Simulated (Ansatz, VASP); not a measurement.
# Two plane-wave programs on BeTe

INCAR

```
SYSTEM = BeTe
PREC = Accurate ; ENCUT = 600
EDIFF = 1E-7 ; ISMEAR = 0
SIGMA = 0.1 ; LREAL = .FALSE.
LASPH = .TRUE. ; NELM = 80
ALGO = Normal ; ISIF = 3
LWAVE = .FALSE. ; LCHARG = .FALSE.
GGA = PE ; IBRION = 2
NSW = 90 ; EDIFFG = -0.04
```

Contents of KPOINTS:

```
regular mesh
0
G
  6 6 2
  0 0 0
```

File POSCAR:

```
BeTe
1.0
    4.4172108700      0.0000000000      0.0000000000
   -2.2086054400      3.8254168300      0.0000000000
    0.0000000000      0.0000000000     10.2259410600
Be Te
4 4
Direct
    0.0000000000      0.0000000000      0.0000000000
    0.0000000000      0.0000000000      0.5000000000
    0.3333333300      0.6666666700      0.2500000000
    0.6666666700      0.3333333300      0.7500000000
    0.3333333300      0.6666666700      0.6363622500
    0.6666666700      0.3333333300      0.1363622500
    0.6666666700      0.3333333300      0.3636377500
    0.3333333300      0.6666666700      0.8636377500
```

Input for Ansatz:

```yaml
crystal:
  lattice:
    - [4.41721087, 0.0, 0.0]
    - [-2.20860544, 3.82541683, 0.0]
    - [0.0, 0.0, 10.22594106]
  atoms:
    - { symbol: Be, position: [0.0, 0.0, 0.0] }
    - { symbol: Be, position: [0.0, 0.0, 0.5] }
    - { symbol: Be, position: [0.33333333, 0.66666667, 0.25] }
    - { symbol: Be, position: [0.66666667, 0.33333333, 0.75] }
    - { symbol: Te, position: [0.33333333, 0.66666667, 0.63636225] }
    - { symbol: Te, position: [0.66666667, 0.33333333, 0.13636225] }
    - { symbol: Te, position: [0.66666667, 0.33333333, 0.36363775] }
    - { symbol: Te, position: [0.33333333, 0.66666667, 0.86363775] }
basis:
  ecutwfc: 420
kpoints:
  mp_grid: { grid: [6, 6, 2] }
hamiltonian:
  xc: pbe
scf:
  occupations: { method: gaussian, width: 0.1 }
  lower_state_search: "off"
output:
  forces: true
  stress: true
  eigenvalues: true
relax:
  adjacent_minimum: "off"
  f_tol: 0.04
  max_steps: 70
  cell: { stress_tol: 0.4 }
```

Change from the starting cell: species swapped into the NaSe type (P6_3/mmc, No. 194).

Alike in both runs: task relaxation of cell and atoms; functional PBE; k mesh 6 × 6 × 2; occupations gaussian, width 0.1 eV; no spin polarisation.

```csv
,VASP,Ansatz
version,VASP 6.6.1,Ansatz 0.2.0
potentials or method,"VASP PAW PBE potentials, release 64 (Be, Te), cutoff 600 eV","scalar-relativistic, plane waves, PAW"
valence electrons in the cell,32,72
```

```tsv
	VASP	Ansatz	Ansatz less VASP
gap on the k mesh at the Fermi level, each at its own relaxed structure (eV)	none	none	-
relaxed volume (Å³/atom)	19.78	19.80	+0.026
relaxed cell length with the largest relative difference (Å)	13.194	13.146	-0.0479
```

A gap of «none» marks a metal or a gap that the smearing closes. VASP's potentials hold 32 valence electrons a cell and Ansatz's 72, so a difference there can come from the potentials and not from the codes.

Spin-orbit coupling is off throughout.
